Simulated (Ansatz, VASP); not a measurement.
**Tl in VASP and in Ansatz**

INCAR

```
SYSTEM = Tl
ALGO     = Normal         ! electronic algorithm
EDIFF    = 1E-6           ! SCF threshold, eV
ENCUT    = 520            ! plane-wave cutoff, eV
GGA      = CA             ! functional
ISIF     = 2              ! what is computed and relaxed
ISMEAR   = 1              ! smearing method
LASPH    = .True.         ! aspherical terms in the spheres
LCHARG   = .False.        ! write CHGCAR
LREAL    = .False.        ! projectors in reciprocal space
LWAVE    = .False.        ! write WAVECAR
NBANDS   = 20             ! bands
NELM     = 100            ! most SCF steps
PREC     = Accurate       ! precision mode
SIGMA    = 0.2            ! smearing width, eV
```

KPOINTS

```
k-points
0
Gamma
  11 11 6
  0 0 0
```

The input POSCAR:

```
Tl
1.0
    3.4014029632      0.0000000000      0.0000000000
   -1.7007014816      2.9457013746      0.0000000000
    0.0000000000      0.0000000000      5.4430041633
Tl
2
Direct
    0.3333333333      0.6666666667      0.2500000000
    0.6666666667      0.3333333333      0.7500000000
```

Input for Ansatz:

```yaml
crystal:
  lattice:
    - [3.4014029632, 0.0, 0.0]
    - [-1.7007014816, 2.9457013746, 0.0]
    - [0.0, 0.0, 5.4430041633]
  atoms:
    - { symbol: Tl, position: [0.3333333333, 0.6666666667, 0.25] }
    - { symbol: Tl, position: [0.6666666667, 0.3333333333, 0.75] }
hamiltonian:
  xc: lda
  pseudopotentials:
    kind: paw
    azcp:
      Tl: "pseudopotentials/Tl.paw.azcp"
basis:
  ecutwfc: 420
  fft_grid_basis: typed
kpoints:
  mp_grid: { grid: [11, 11, 6], shift: [0, 0, 0] }
magnetization:
  spin_polarized: false
scf:
  occupations: { method: cold, width: 0.2 }
  lower_state_search: "off"
output:
  stress: true
  write_density: true
  write_potential: true
  elf: true
  volumetric_format: npy
```

Alike in both runs: task single point; functional LDA; k mesh 11 × 11 × 6; no spin polarisation.

|  | VASP | Ansatz |
| --- | --- | --- |
| version | VASP 6.6.1 | Ansatz 0.2.0 |
| potentials or method | VASP PAW LDA potentials, release 64 (Tl_d), cutoff 520 eV | plane waves (420 eV) with PAW, scalar-relativistic |
| occupations | methfessel-paxton of order 1, width 0.2 eV | cold, width 0.2 eV |
| valence electrons in the cell | 26 | 26 |

```csv
,VASP,Ansatz,Ansatz less VASP
pressure (GPa),0.1,0.0,-0.10
"traceless stress, the component that is largest in VASP (GPa)",0.20,0.10,-0.101
```

Ansatz warns that its potentials were made for another functional, while VASP's fit it. LDA's correlation is that of Perdew and Zunger in VASP and of Perdew and Wang (1992) in Ansatz.

Neither program's run includes spin-orbit coupling.
